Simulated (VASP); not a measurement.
Runs of VASP 6.6.1 on Ti2Al. The structure is that of space group Fd-3m (No. 227), or close to it. The cells are those of the table. The cell was generated, and may not be a known phase.

| task | spin | cell | cutoff (eV) | gap on the mesh (eV) | pressure (GPa) |
| --- | --- | --- | --- | --- | --- |
| single point | off | a = 5.252 Å, angles 60.0°, 6 atoms | 520 | none | 0.2 |
| single point | collinear | a = 5.252 Å, angles 60.0°, 6 atoms | 520 | none | (a) |
| relaxation of cell and atoms | off | relaxed from a = 5.086 Å, angles 60.0°, 6 atoms | 600 | none | 0.0 |
| single point | off | a = 5.086 Å, angles 60.0°, 6 atoms | 520 | none | 10.2 |

Alike in all rows: level PBE; potentials or basis VASP PAW PBE potentials, release 64 (Ti_sv, Al); k mesh 4 × 4 × 4; smearing gaussian 0.1 eV.

**Question.** Estimate the missing entries.

**Answer.** (a) 0.7.

Caveats: all runs use coarse meshes; a moment this small can come from the mesh or the smearing (at least some runs).

A gap of «none» marks levels without a gap at the run's occupations.
